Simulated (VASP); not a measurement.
# Pd (Pm-3n) in VASP: further runs

Runs on Pd. Level: PBE. Tasks: single point, relaxation of cell and atoms.

Program: VASP 6.6.1. These are calculated values, not measurements. Logs are shortened: lines on timing, memory, paths and dates and some standing lists are left out, and cuts for length are marked.

**1. The cell of the first run**

Symmetry: Pm-3n, No. 223, cubic system. The conventional cell has a = 5.018 Å, b = 5.018 Å, c = 5.018 Å, α = 90.00°, β = 90.00°, γ = 90.00°. Within 3.7 Å of Pd (site symmetry m-3) lie 12 Pd at 2.81 Å. Within 3.3 Å of Pd (site symmetry -4m2) lie 14 Pd at 2.51 to 3.07 Å.

**2. Single point, PBE**

The input, INCAR:

```
  PREC = Accurate
  ENCUT = 520
  EDIFF = 1E-6
  ISMEAR = -1
  SIGMA = 0.1
  LREAL = False
  LASPH = True
  NELM = 100
  ALGO = Normal
  ISIF = 2
  LWAVE = False
  LCHARG = True
  GGA = PE
  LELF = True
  LVHAR = True
  NBANDS = 50
```

The input, KPOINTS:

```
Automatic mesh
0
Gamma
  7 7 7
```

The input, POSCAR:

```
Pd
1.0
    5.0179995986      0.0000000000      0.0000000000
    0.0000000000      5.0179995986      0.0000000000
    0.0000000000      0.0000000000      5.0179995986
Pd
8
Direct
    1.0000000000      0.0000000000      1.0000000000
    0.5000000000      0.5000000000      0.5000000000
    0.2500000000      1.0000000000      0.5000000000
    0.7500000000      0.0000000000      0.5000000000
    0.5000000000      0.2500000000      1.0000000000
    0.5000000000      0.7500000000      1.0000000000
    0.0000000000      0.5000000000      0.2500000000
    1.0000000000      0.5000000000      0.7500000000
```

Potentials or basis: VASP PAW PBE potentials, release 64 (Pd).

On the command line:

```bash
$ cat potpaw_PBE.64/Pd/POTCAR > POTCAR
$ mpirun -np 1 vasp_std > vasp.out
```

OUTCAR:

```text
PREC = Accurate
   ENCUT = 520
   EDIFF = 1E-6
   ISMEAR = -1
   LREAL = False
   LASPH = True
   NELM = 100
   ISIF = 2
   GGA = PE

 ion  position               nearest neighbor table
   1  0.000  0.000  0.000-   3 2.81   4 2.81   5 2.81   6 2.81   7 2.81   8 2.81   3 2.81   4 2.81
                             7 2.81   8 2.81   5 2.81   6 2.81
   2  0.500  0.500  0.500-   3 2.81   4 2.81   5 2.81   6 2.81   7 2.81   8 2.81   5 2.81   6 2.81
                             3 2.81   4 2.81   7 2.81   8 2.81
   3  0.250  0.000  0.500-   4 2.51   4 2.51   1 2.81   1 2.81   2 2.81   2 2.81   8 3.07   5 3.07
                             5 3.07   6 3.07   6 3.07   7 3.07   8 3.07   7 3.07
   4  0.750  0.000  0.500-   3 2.51   3 2.51   1 2.81   1 2.81   2 2.81   2 2.81   8 3.07   5 3.07
                             5 3.07   6 3.07   6 3.07   7 3.07   8 3.07   7 3.07
   5  0.500  0.250  0.000-   6 2.51   6 2.51   1 2.81   2 2.81   2 2.81   1 2.81   8 3.07   4 3.07
                             3 3.07   4 3.07   3 3.07   7 3.07   7 3.07   8 3.07
   6  0.500  0.750  0.000-   5 2.51   5 2.51   1 2.81   2 2.81   2 2.81   1 2.81   8 3.07   4 3.07
                             3 3.07   4 3.07   3 3.07   7 3.07   7 3.07   8 3.07
   7  0.000  0.500  0.250-   8 2.51   8 2.51   1 2.81   2 2.81   1 2.81   2 2.81   3 3.07   4 3.07
                             5 3.07   3 3.07   4 3.07   6 3.07   5 3.07   6 3.07
   8  0.000  0.500  0.750-   7 2.51   7 2.51   1 2.81   2 2.81   1 2.81   2 2.81   3 3.07   4 3.07
                             5 3.07   3 3.07   4 3.07   6 3.07   5 3.07   6 3.07

  LATTYP: Found a simple cubic cell.
 ALAT       =     5.0179995986

  Lattice vectors:

 A1 = (   5.0179995986,   0.0000000000,   0.0000000000)
 A2 = (   0.0000000000,   5.0179995986,   0.0000000000)
 A3 = (   0.0000000000,   0.0000000000,   5.0179995986)

Analysis of symmetry for initial positions (statically):
=====================================================================
 Subroutine PRICEL returns:
 Original cell was already a primitive cell.

 Routine SETGRP: Setting up the symmetry group for a
 simple cubic supercell.

 Subroutine GETGRP returns: Found 48 space group operations
 (whereof 24 operations were pure point group operations)
 out of a pool of 48 trial point group operations.

The static configuration has the point symmetry T_h .
 The point group associated with its full space group is O_h .

Analysis of symmetry for dynamics (positions and initial velocities):
=====================================================================
 Subroutine PRICEL returns:
 Original cell was already a primitive cell.

 Routine SETGRP: Setting up the symmetry group for a
 simple cubic supercell.

[... 115 lines left out ...]
   NSW    =      0    number of steps for IOM
   IBRION =     -1    ionic relax: 0-MD 1-quasi-New 2-CG
   NFREE  =      0    steps in history (QN), initial steepest desc. (CG)
   ISIF   =      2    stress and relaxation
   ISYM   =      2    0-nonsym 1-usesym 2-fastsym
   POTIM  = 0.5000    time-step for ionic-motion
   TEBEG  =    0.0;   TEEND  =   0.0 temperature during run
   PSTRESS=    0.0 pullay stress
   NELECT =      80.0000    total number of electrons
   NUPDOWN=      -1.0000    fix difference up-down
   EMIN   =  10.00;   EMAX   =-10.00  energy-range for DOS
   EFERMI =   0.00;   METHOD = LEGACY
   ISMEAR =    -1;   SIGMA  =   0.10  broadening in eV -4-tet -1-fermi 0-gaus
   EFERMI_NEDOS =   21; number of points for ismear=-14 and -15
   IALGO  =     38    algorithm
   IMIX   =      4    mixing-type and parameters
     AMIX     =   0.40;   BMIX     =  1.00
     AMIX_MAG =   1.60;   BMIX_MAG =  1.00
  volume/ion in A,a.u.               =      15.79       106.59
  Fermi-wavevector in a.u.,A,eV,Ry     =   1.405748  2.656479 26.886854  1.976128
  Thomas-Fermi vector in A             =   2.528178
   LORBIT       =      0    0 simple, 1 ext, 2 COOP (PROOUT), +10 PAW based schemes
   GGA     = PE    functional components
[... 5 lines left out ...]
 non-spin polarized calculation
  energy-cutoff  :      520.00
  volume of cell :      126.35
 maximum number of plane-waves:      3426
 NGX is ok and might be reduce to    40
   NGX = 19   NGY = 19   NGZ = 19

 number of electron      79.9999977 magnetization

 Free energy of the ion-electron system (eV)
  ---------------------------------------------------
  ext. energy  EPLUGINS =         0.00000000
  ---------------------------------------------------
  free energy    TOTEN  =       -40.99394946 eV

  energy without entropy =      -40.55801083  energy(sigma->0) =      -40.77598014

 E-fermi :   8.7066     XC(G=0): -12.7446

 val. band max:        8.7019896067   @ k =   0.2857   0.1429   0.1429
 cond. band min:       8.7095100858   @ k =   0.4286   0.0000   0.0000
 fundamental gap:      0.0075204792
 Fermi energy:         8.7066466636

 k-point     1 :       0.0000    0.0000    0.0000
  band No.  band energies     occupation
      1       2.0460      2.00000
      2       3.6736      2.00000
      3       3.6736      2.00000
      4       4.4097      2.00000
      5       4.5311      2.00000
      6       4.5311      2.00000
[... 1049 lines left out ...]
     49      20.5987      0.00000
     50      20.6399      0.00000

------------------------ aborting loop because EDIFF is reached ----------------------------------------

  FORCE on cell =-STRESS in cart. coord.  units (eV):
  Direction    XX          YY          ZZ          XY          YZ          ZX
  --------------------------------------------------------------------------------------
  -------------------------------------------------------------------------------------
  Total       -0.3882041     -0.3882041     -0.3882041     -0.0000000     -0.0000000      0.0000000
  in kB       -4.9224222     -4.9224222     -4.9224222     -0.0000000     -0.0000000      0.0000000
  external PRESSURE =      -4.9224222 kB  Pullay stress =       0.0000000 kB

 VOLUME and BASIS-vectors are now :
 -----------------------------------------------------------------------------
  energy-cutoff  :      520.00
  volume of cell :      126.35
      direct lattice vectors                 reciprocal lattice vectors
     5.017999599  0.000000000  0.000000000     0.199282599  0.000000000  0.000000000
     0.000000000  5.017999599  0.000000000     0.000000000  0.199282599  0.000000000
     0.000000000  0.000000000  5.017999599     0.000000000  0.000000000  0.199282599

 POSITION                                       TOTAL-FORCE (eV/Angst)
 -----------------------------------------------------------------------------------
      0.00000      0.00000      0.00000         0.000000      0.000000     -0.000000
      2.50900      2.50900      2.50900         0.000000      0.000000     -0.000000
      1.25450      0.00000      2.50900         0.000000     -0.000000      0.000000
      3.76350      0.00000      2.50900        -0.000000     -0.000000     -0.000000
      2.50900      1.25450      0.00000        -0.000000     -0.000000     -0.000000
      2.50900      3.76350      0.00000        -0.000000      0.000000      0.000000
      0.00000      2.50900      1.25450         0.000000     -0.000000     -0.000000
      0.00000      2.50900      3.76350         0.000000     -0.000000      0.000000
 -----------------------------------------------------------------------------------
    total drift:                               -0.000000     -0.000000      0.000000

  FREE ENERGIE OF THE ION-ELECTRON SYSTEM (eV)
  ---------------------------------------------------
  free  energy   TOTEN  =       -40.9939494641 eV

  energy  without entropy=      -40.5580108257  energy(sigma->0) =      -40.77598014
```

Wall time 81 s (1 thread of Intel Xeon 6975P-C (Granite Rapids), shared host); peak memory 0.27 GiB.

What came out:

- Free energy: -40.9939 eV
- Pressure: -0.5 GPa
- Band gap on the k mesh: zero (band 40 reaches 8.72 eV, above the bottom of band 41 at 8.50 eV)

Levels at points of the mesh, in eV from the Fermi level:
```csv
k point,band 36,band 37,band 38,band 39,band 40,band 41,band 42,band 43,band 44,band 45
"(0.00, 0.00, 0.00)",-0.25,-0.25,-0.25,0.01,0.01,0.01,2.40,2.40,2.40,3.90
```

**3. Relaxation of cell and atoms, PBE**

This run uses another cell than the first one, of 14.71 Å³/atom, 0.932 times its volume.

The input, INCAR:

```
  ALGO = Normal
  EDIFF = 1E-6
  EDIFFG = -0.01
  ENCUT = 600
  GGA = PE
  IBRION = 2
  ISIF = 3
  ISMEAR = -1
  LASPH = True
  LCHARG = False
  LREAL = False
  LWAVE = False
  NELM = 80
  NSW = 80
  PREC = Accurate
  SIGMA = 0.1
```

The input, KPOINTS:

```
k-points
0
Gamma
  5 5 5
```

The input, POSCAR:

```
Pd
1.0
    4.9008408999      0.0000000000      0.0000000000
    0.0000000000      4.9008408999      0.0000000000
    0.0000000000      0.0000000000      4.9008408999
Pd
8
Direct
    0.0000000000      0.0000000000      0.0000000000
    0.5000000000      0.5000000000      0.5000000000
    0.2500000000      0.0000000000      0.5000000000
    0.7500000000      0.0000000000      0.5000000000
    0.5000000000      0.2500000000      0.0000000000
    0.5000000000      0.7500000000      0.0000000000
    0.0000000000      0.5000000000      0.2500000000
    0.0000000000      0.5000000000      0.7500000000
```

Potentials or basis: VASP PAW PBE potentials, release 64 (Pd).

On the command line:

```bash
$ cat potpaw_PBE.64/Pd/POTCAR > POTCAR
$ mpirun -np 1 vasp_std > vasp.out
```

OUTCAR:

```text
EDIFF = 1E-6
   EDIFFG = -0.01
   ENCUT = 600
   GGA = PE
   IBRION = 2
   ISIF = 3
   ISMEAR = -1
   LASPH = True
   LREAL = False
   NELM = 80
   NSW = 80
   PREC = Accurate

 ion  position               nearest neighbor table
   1  0.000  0.000  0.000-   3 2.74   4 2.74   5 2.74   6 2.74   7 2.74   8 2.74   3 2.74   4 2.74
                             7 2.74   8 2.74   5 2.74   6 2.74
   2  0.500  0.500  0.500-   3 2.74   4 2.74   5 2.74   6 2.74   7 2.74   8 2.74   5 2.74   6 2.74
                             3 2.74   4 2.74   7 2.74   8 2.74
   3  0.250  0.000  0.500-   4 2.45   4 2.45   1 2.74   1 2.74   2 2.74   2 2.74   8 3.00   5 3.00
                             5 3.00   6 3.00   6 3.00   7 3.00   8 3.00   7 3.00
   4  0.750  0.000  0.500-   3 2.45   3 2.45   1 2.74   1 2.74   2 2.74   2 2.74   8 3.00   5 3.00
                             5 3.00   6 3.00   6 3.00   7 3.00   8 3.00   7 3.00
   5  0.500  0.250  0.000-   6 2.45   6 2.45   1 2.74   2 2.74   2 2.74   1 2.74   8 3.00   4 3.00
                             3 3.00   4 3.00   3 3.00   7 3.00   7 3.00   8 3.00
   6  0.500  0.750  0.000-   5 2.45   5 2.45   1 2.74   2 2.74   2 2.74   1 2.74   8 3.00   4 3.00
                             3 3.00   4 3.00   3 3.00   7 3.00   7 3.00   8 3.00
[... 312 lines left out ...]
--------------------------------------- Ionic step        4  -------------------------------------------

 number of electron      79.9999980 magnetization

 Free energy of the ion-electron system (eV)
  ---------------------------------------------------
  ext. energy  EPLUGINS =         0.00000000
  ---------------------------------------------------
  free energy    TOTEN  =       -40.97522718 eV

  energy without entropy =      -40.51749734  energy(sigma->0) =      -40.74636226

 E-fermi :   8.7465     XC(G=0): -12.7601

 val. band max:        8.7000094946   @ k =   0.4000   0.0000   0.0000
 cond. band min:       8.7568885278   @ k =   0.4000   0.0000   0.0000
 fundamental gap:      0.0568790333
 Fermi energy:         8.7464666551

 k-point     1 :       0.0000    0.0000    0.0000
  band No.  band energies     occupation
      1       2.0669      2.00000
      2       3.6938      2.00000
      3       3.6938      2.00000
      4       4.4332      2.00000
      5       4.5555      2.00000
      6       4.5555      2.00000
[... 534 lines left out ...]
  FREE ENERGIE OF THE ION-ELECTRON SYSTEM (eV)
  ---------------------------------------------------
  free  energy   TOTEN  =       -40.9752271775 eV

  energy  without entropy=      -40.5174973368  energy(sigma->0) =      -40.74636226

 reached required accuracy - stopping structural energy minimisation
```

Wall time 2 min (1 thread of Intel Xeon 6975P-C (Granite Rapids), shared host); peak memory 0.26 GiB.

What came out:

- Free energy: -40.9752 eV
- Relaxed volume: 15.75 Å³/atom
- Relaxed cell: a = 5.014 Å, b = 5.014 Å, c = 5.014 Å, α = 90.00°, β = 90.00°, γ = 90.00°
- Space group after relaxing (to 0.05 Å): Pm-3n (No. 223)
- Energy gained by relaxing: 38.6 meV/atom
- Ionic steps: 4
- Pressure after relaxing: 0.0 GPa
- Band gap on the k mesh: zero (band 40 reaches 8.76 eV, above the bottom of band 41 at 8.54 eV)

The path:
```tsv
step	energy change (eV)	largest force (eV/Å)	pressure (GPa)	volume (Å³)
1	0.0000	0.0000	12.88	117.71
2	0.2212	0.0000	-11.67	139.03
3	-0.3090	0.0000	-0.25	126.21
4	-0.3092	0.0000	-0.04	126.03
```

Final structure:
```cif
data_structure
_symmetry_space_group_name_H-M 'P 1'
_symmetry_Int_Tables_number 1
_cell_length_a 5.0137
_cell_length_b 5.0137
_cell_length_c 5.0137
_cell_angle_alpha 90.000
_cell_angle_beta 90.000
_cell_angle_gamma 90.000
_cell_volume 126.03
loop_
_atom_site_label
_atom_site_type_symbol
_atom_site_fract_x
_atom_site_fract_y
_atom_site_fract_z
_atom_site_occupancy
Pd1 Pd 0.00000 0.00000 0.00000 1
Pd2 Pd 0.50000 0.50000 0.50000 1
Pd3 Pd 0.25000 0.00000 0.50000 1
Pd4 Pd 0.75000 0.00000 0.50000 1
Pd5 Pd 0.50000 0.25000 0.00000 1
Pd6 Pd 0.50000 0.75000 0.00000 1
Pd7 Pd 0.00000 0.50000 0.25000 1
Pd8 Pd 0.00000 0.50000 0.75000 1
```

**4. Single point, PBE, collinear spin, ferromagnetic start**

This run uses another cell than the first one, of 15.76 Å³/atom, 0.998 times its volume.

The input, INCAR:

```
PREC = Accurate ; ENCUT = 520
EDIFF = 1E-7 ; ISMEAR = -1
SIGMA = 0.05 ; LREAL = False
LASPH = True ; NELM = 150
ALGO = Normal ; ISIF = 2
LWAVE = False ; LCHARG = True
ISPIN = 2 ; MAGMOM = 0.5 0.5 0.5 0.5 0.5 0.5 0.5 0.5
LORBIT = 11 ; LMAXMIX = 4
GGA = PE ; LELF = True
LVHAR = True ; NBANDS = 54
```

The input, KPOINTS:

```
Automatic mesh
0
Gamma
  5 5 5
```

The input, POSCAR:

```
Pd
1.0
    5.0145131746      0.0000000000      0.0000000000
    0.0000000000      5.0145131746      0.0000000000
    0.0000000000      0.0000000000      5.0145131746
Pd
8
Direct
    1.0000000000      0.0000000000      0.0000000000
    0.5000000000      0.5000000000      0.5000000000
    0.2500000000      0.0000000000      0.5000000000
    0.7500000000      1.0000000000      0.5000000000
    0.5000000000      0.2500000000      1.0000000000
    0.5000000000      0.7500000000      1.0000000000
    0.0000000000      0.5000000000      0.2500000000
    0.0000000000      0.5000000000      0.7500000000
```

On the command line:

```bash
$ cat potpaw_PBE.64/Pd/POTCAR > POTCAR
$ mpirun -np 1 vasp_std > vasp.out
```

Wall time 91 s (1 thread of Intel Xeon 6975P-C (Granite Rapids), shared host); peak memory 0.32 GiB.

The run converged. Its results:

```
Free energy                                           : -40.8060 eV
Pressure                                              : -0.4 GPa
Band gap on the k mesh                                : zero (filled and empty bands overlap)
Net moment                                            : 0.00 μB per cell
Valence electrons inside the program's atomic spheres : Pd 9.34, 9.35
```

Levels at points of the mesh, in eV from the Fermi level:
Spin up:
```
           k point  band 38  band 39  band 40  band 41  band 42  band 43
(0.00, 0.00, 0.00)    -0.21     0.05     0.05     0.05     2.43     2.43
```
Spin down:
```
           k point  band 36  band 37  band 38  band 39  band 40  band 41  band 42  band 43  band 44  band 45
(0.00, 0.00, 0.00)    -0.21    -0.21    -0.21     0.05     0.05     0.05     2.43     2.43     2.43     3.94
```

**5. Overview**

| task | spin | cell | k mesh | cutoff (eV) | smearing | gap on the mesh (eV) | pressure (GPa) |
| --- | --- | --- | --- | --- | --- | --- | --- |
| single point | off | a = 5.018 Å, 8 atoms | 7 × 7 × 7 | 520 | fermi-dirac 0.1 eV | none | -0.5 |
| relaxation of cell and atoms | off | relaxed from a = 4.901 Å, 8 atoms | 5 × 5 × 5 | 600 | fermi-dirac 0.1 eV | none | 0.0 |
| single point | collinear, ferromagnetic start | a = 5.015 Å, 8 atoms | 5 × 5 × 5 | 520 | fermi-dirac 0.05 eV | none | -0.4 |

Alike in all rows: level PBE; potentials or basis VASP PAW PBE potentials, release 64 (Pd).

Absolute energies hang on the potentials; compare differences alone.
